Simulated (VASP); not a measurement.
# MoH5 (P-62m) in VASP: further runs, part 2 of 2

VASP 6.6.1. The steps go on from the part before.

**3. Relaxation of cell and atoms, PBE**

This run uses another cell than the first one, of 12.61 Å³/atom, 2.380 times its volume.

Contents of INCAR:

```
PREC = Accurate ; ENCUT = 600
EDIFF = 1E-6 ; ISMEAR = 0
SIGMA = 0.1 ; LREAL = False
LASPH = True ; NELM = 60
ALGO = Normal ; ISIF = 3
LWAVE = False ; LCHARG = False
GGA = PE ; IBRION = 2
NSW = 90 ; EDIFFG = -0.04
```

Contents of KPOINTS:

```
regular mesh
0
Gamma
  6 6 4
```

Contents of POSCAR:

```
MoH5
1.0
    4.5983792800      0.0000000000      0.0000000000
   -2.2991896400      3.9823132700      0.0000000000
    0.0000000000      0.0000000000      4.1320772500
H Mo
5 1
Direct
    0.0000000000      0.6383360000      0.0000000000
    0.6383360000      0.0000000000      0.0000000000
    0.3616640000      0.3616640000      0.0000000000
    0.6666666700      0.3333333300      0.5000000000
    0.3333333300      0.6666666700      0.5000000000
    0.0000000000      0.0000000000      0.5000000000
```

Potentials or basis: VASP PAW PBE potentials, release 64 (H, Mo_sv).

Launch:

```sh
> cat potpaw_PBE.64/H/POTCAR potpaw_PBE.64/Mo_sv/POTCAR > POTCAR
> mpirun -np 1 vasp_std > vasp.out
```

OUTCAR:

```text
PREC = Accurate
   ENCUT = 600
   EDIFF = 1E-6
   ISMEAR = 0
   LREAL = False
   LASPH = True
   NELM = 60
   ISIF = 3
   GGA = PE
   IBRION = 2
   NSW = 90
   EDIFFG = -0.04

 ion  position               nearest neighbor table
   1  0.000  0.638  0.000-
   2  0.638  0.000  0.000-
   3  0.362  0.362  0.000-
   4  0.667  0.333  0.500-
   5  0.333  0.667  0.500-
   6  0.000  0.000  0.500-

  LATTYP: Found a hexagonal cell.
 ALAT       =     4.5983792800
 C/A-ratio  =     0.8985942652

  Lattice vectors:

 A1 = (   4.5983792800,   0.0000000000,   0.0000000000)
 A2 = (  -2.2991896400,   3.9823132700,   0.0000000000)
 A3 = (   0.0000000000,   0.0000000000,   4.1320772500)

Analysis of symmetry for initial positions (statically):
=====================================================================
 Subroutine PRICEL returns:
 Original cell was already a primitive cell.

 Routine SETGRP: Setting up the symmetry group for a
 hexagonal supercell.

 Subroutine GETGRP returns: Found 12 space group operations
 (whereof 12 operations were pure point group operations)
 out of a pool of 24 trial point group operations.

The static configuration has the point symmetry D_3h.

Analysis of symmetry for dynamics (positions and initial velocities):
=====================================================================
 Subroutine PRICEL returns:
 Original cell was already a primitive cell.

 Routine SETGRP: Setting up the symmetry group for a
 hexagonal supercell.

 Subroutine GETGRP returns: Found 12 space group operations
 (whereof 12 operations were pure point group operations)
 out of a pool of 24 trial point group operations.

The dynamic configuration has the point symmetry D_3h.

 Subroutine INISYM returns: Found 12 space group operations
 (whereof 12 operations are pure point group operations),
 and found     1 'primitive' translations

----------------------------------------------------------------------------------------
[... 105 lines left out ...]
   POTIM  = 0.5000    time-step for ionic-motion
   TEBEG  =    0.0;   TEEND  =   0.0 temperature during run
   PSTRESS=    0.0 pullay stress
   NELECT =      19.0000    total number of electrons
   NUPDOWN=      -1.0000    fix difference up-down
   EMIN   =  10.00;   EMAX   =-10.00  energy-range for DOS
   EFERMI =   0.00;   METHOD = LEGACY
   ISMEAR =     0;   SIGMA  =   0.10  broadening in eV -4-tet -1-fermi 0-gaus
   EFERMI_NEDOS =   21; number of points for ismear=-14 and -15
   IALGO  =     38    algorithm
   IMIX   =      4    mixing-type and parameters
     AMIX     =   0.40;   BMIX     =  1.00
     AMIX_MAG =   1.60;   BMIX_MAG =  1.00
  volume/ion in A,a.u.               =      12.61        85.10
  Fermi-wavevector in a.u.,A,eV,Ry     =   1.032816  1.951740 14.513468  1.066710
  Thomas-Fermi vector in A             =   2.167033
   LORBIT       =      0    0 simple, 1 ext, 2 COOP (PROOUT), +10 PAW based schemes
   GGA     = PE    functional components
   LHFCALC =     F    Hartree Fock is set to
   AEXX    =    0.0000 exact exchange contribution
   IVDW    =     0    specifies the selected vdW correction
   LEPSILON=     F    determine dielectric tensor
   LRPA    =     F    only Hartree local field effects (RPA)
 conjugate gradient relaxation of ions
 non-spin polarized calculation
 Gauss-broadening in eV      SIGMA  =   0.10
  energy-cutoff  :      600.00
  volume of cell :       75.67
 maximum number of plane-waves:      2544
 NGX is ok and might be reduce to    40
   NGX = 19   NGY = 19   NGZ = 17

--------------------------------------- Ionic step        1  -------------------------------------------

 number of electron      18.9999999 magnetization

 Free energy of the ion-electron system (eV)
  ---------------------------------------------------
  ext. energy  EPLUGINS =         0.00000000
  ---------------------------------------------------
  free energy    TOTEN  =       -17.19081803 eV

  energy without entropy =      -17.15790805  energy(sigma->0) =      -17.17436304

 E-fermi :  -0.0510     XC(G=0):  -8.3709

 val. band max:       -0.0628381133   @ k =   0.3333   0.3333   0.0000
 cond. band min:      -0.0505004084   @ k =   0.1667   0.0000   0.0000
 fundamental gap:      0.0123377049
 Fermi energy:        -0.0510166005
[... 1467 lines left out ...]
  band No.  band energies     occupation
      1     -57.9003      2.00000
      2     -31.9901      2.00000
      3     -31.8914      2.00000
      4     -31.8914      2.00000
      5      -0.9547      2.00000
      6      -0.9547      2.00000
      7      -0.3920      2.00000
      8      -0.3920      2.00000
      9       1.3912      2.00000
     10       4.1670      0.00000
     11       5.4158      0.00000
     12       5.4158      0.00000
     13       6.6406      0.00000

[... ionic steps 4 to 11 ...]

--------------------------------------- Ionic step       12  -------------------------------------------

 number of electron      19.0000000 magnetization

------------------------ aborting loop because EDIFF is reached ----------------------------------------
[... 75 lines left out ...]
--------------------------------------- Ionic step       14  -------------------------------------------

 number of electron      19.0000000 magnetization

 Free energy of the ion-electron system (eV)
  ---------------------------------------------------
  ext. energy  EPLUGINS =         0.00000000
  ---------------------------------------------------
  free energy    TOTEN  =       -25.82343248 eV

  energy without entropy =      -25.81154860  energy(sigma->0) =      -25.81749054

 E-fermi :   7.3103     XC(G=0): -11.8120

 val. band max:        7.2795312061   @ k =   0.1667   0.0000   0.0000
 cond. band min:       7.3183204670   @ k =   0.5000   0.0000   0.0000
 fundamental gap:      0.0387892609
 Fermi energy:         7.3103227795
[... 367 lines left out ...]
  FREE ENERGIE OF THE ION-ELECTRON SYSTEM (eV)
  ---------------------------------------------------
  free  energy   TOTEN  =       -25.8234324807 eV

  energy  without entropy=      -25.8115485959  energy(sigma->0) =      -25.81749054

 reached required accuracy - stopping structural energy minimisation
```

OSZICAR:

```text
N       E                     dE             d eps       ncg     rms          rms(c)
DAV:   1     0.792707098588E+02    0.79271E+02   -0.11232E+04   690   0.136E+03
DAV:   2    -0.186382225116E+02   -0.97909E+02   -0.96782E+02   661   0.274E+02
DAV:   3    -0.216446472028E+02   -0.30064E+01   -0.28911E+01   714   0.429E+01
[... 157 lines left out ...]
DAV:   3    -0.258239686662E+02    0.32503E-02   -0.86196E-03   641   0.854E-01    0.161E-01
DAV:   4    -0.258234620164E+02    0.50665E-03   -0.19093E-03   581   0.466E-01    0.104E-01
DAV:   5    -0.258234631851E+02   -0.11687E-05   -0.29557E-04   601   0.133E-01    0.336E-02
DAV:   6    -0.258234334017E+02    0.29783E-04   -0.57384E-05   611   0.706E-02    0.143E-02
DAV:   7    -0.258234324807E+02    0.92098E-06   -0.54518E-06   586   0.187E-02
  14 F= -.25823432E+02 E0= -.25817491E+02  d E =-.565508E-02
```

CONTCAR:

```text
MoH5
   1.00000000000000
     3.4204712483706836    0.0000000000000000    0.0000000000000000
    -1.7102356241853418    2.9622149934104698    0.0000000000000000
    -0.0000000000000000    0.0000000000000000    3.1344773456357027
  H               Mo
     5     1
Direct
     0.0000000000183256    0.7017594727403055    0.0000000000000000
     0.7017594727036546    0.0000000000000000    0.0000000000000000
     0.2982405272780199    0.2982405272596945    0.0000000000000000
     0.6666666699999979    0.3333333300000021    0.5000000000000000
     0.3333333300000021    0.6666666699999979    0.5000000000000000
     1.0000000000000000    0.0000000000000000    0.5000000000000000

  0.00000000E+00  0.00000000E+00  0.00000000E+00
  0.00000000E+00  0.00000000E+00  0.00000000E+00
  0.00000000E+00  0.00000000E+00  0.00000000E+00
  0.00000000E+00  0.00000000E+00  0.00000000E+00
  0.00000000E+00  0.00000000E+00  0.00000000E+00
  0.00000000E+00  0.00000000E+00  0.00000000E+00
```

Run time: 5 min. Hardware: 1 thread of Intel Xeon Platinum 8488C (Sapphire Rapids), shared host; peak memory 0.27 GiB.

Results:

```
Free energy                            : -25.8234 eV
Relaxed volume                         : 5.29 Å³/atom
Relaxed cell                           : a = 3.420 Å, b = 3.420 Å, c = 3.134 Å, α = 90.00°, β = 90.00°, γ = 120.00°
Space group after relaxing (to 0.05 Å) : P-62m (No. 189)
Energy gained by relaxing              : 1438.8 meV/atom
Ionic steps                            : 14
Pressure after relaxing                : 0.0 GPa
Largest force after relaxing           : 0.029 eV/Å
```

Forces on the atoms (eV/Å):
```
H   -0.015  0.025  0.000
H    0.029  0.000  0.000
H   -0.015 -0.025  0.000
H    0.000  0.000  0.000
H    0.000  0.000  0.000
Mo   0.000  0.000  0.000
```

Stress tensor (GPa, compression positive):
```
 0.25  0.00  0.00
 0.00  0.25  0.00
 0.00  0.00 -0.41
```

Step by step:
```tsv
step	energy change (eV)	largest force (eV/Å)	pressure (GPa)	volume (Å³)
1	0.0000	1.3862	-26.77	75.67
2	-4.2674	1.5228	-33.56	54.85
3	6.9991	7.8638	503.79	15.75
4	-6.1281	1.5484	-33.39	45.23
5	-8.1630	0.1971	25.01	27.97
6	-8.3278	0.9068	-8.00	32.51
7	-8.4044	0.7111	0.38	30.97
8	-8.3982	0.6187	4.63	30.33
9	-8.5176	0.3923	5.84	30.28
10	-8.5882	0.0896	7.88	30.19
11	-8.5903	0.0035	8.53	30.16
12	-8.6200	0.1605	-3.34	32.24
13	-8.6270	0.1155	0.04	31.58
14	-8.6326	0.0290	0.03	31.76
```

Final structure:
```cif
data_structure
_symmetry_space_group_name_H-M 'P 1'
_symmetry_Int_Tables_number 1
_cell_length_a 3.4205
_cell_length_b 3.4205
_cell_length_c 3.1345
_cell_angle_alpha 90.000
_cell_angle_beta 90.000
_cell_angle_gamma 120.000
_cell_volume 31.76
loop_
_atom_site_label
_atom_site_type_symbol
_atom_site_fract_x
_atom_site_fract_y
_atom_site_fract_z
_atom_site_occupancy
H1 H 0.00000 0.70176 0.00000 1
H2 H 0.70176 0.00000 0.00000 1
H3 H 0.29824 0.29824 0.00000 1
H4 H 0.66667 0.33333 0.50000 1
H5 H 0.33333 0.66667 0.50000 1
Mo1 Mo 0.00000 0.00000 0.50000 1
```

Caveat: the k points lie up to 0.50 Å⁻¹ apart in the final cell; the volume moved by over 15 % at a fixed basis, so the end points are rough.
